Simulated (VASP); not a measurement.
Runs of VASP 6.6.1 on NaF (Villiaumite). The structure is that of space group Fm-3m (No. 225), or close to it. The cells are those of the table. 

```csv
task,cell,cutoff (eV),gap on the mesh (eV),pressure (GPa)
single point,"a = 3.058 Å, angles 60.0, 60.0, 90.0°, 2 atoms",520,8.51,14.7
relaxation of cell and atoms,"relaxed to 4 GPa from a = 3.249 Å, angles 60.0, 60.0, 90.0°, 2 atoms",600,7.80,4.0
single point,"a = 3.106 Å, angles 60.0, 60.0, 90.0°, 2 atoms",520,(b),9.6
relaxation of cell and atoms,"relaxed to 2 GPa from a = 3.249 Å, angles 60.0, 60.0, 90.0°, 2 atoms",600,(a),2.0
relaxation of cell and atoms,"relaxed to 15 GPa from a = 3.249 Å, angles 60.0, 60.0, 90.0°, 2 atoms",600,8.57,15.0
```

Alike in all rows: level r2SCAN; potentials or basis VASP PAW PBE potentials, release 64 (Na_pv, F); no spin polarisation; k mesh 8 × 8 × 8; smearing gaussian 0.01 eV.

Q: Fill in the values left out.

A: (a) 7.61; (b) 8.18.

Caveats: the PAW data sets were made with another functional, which shifts forces and pressure a little; the cell is relaxed towards a set pressure, so the enthalpy falls and the energy may rise (some runs).

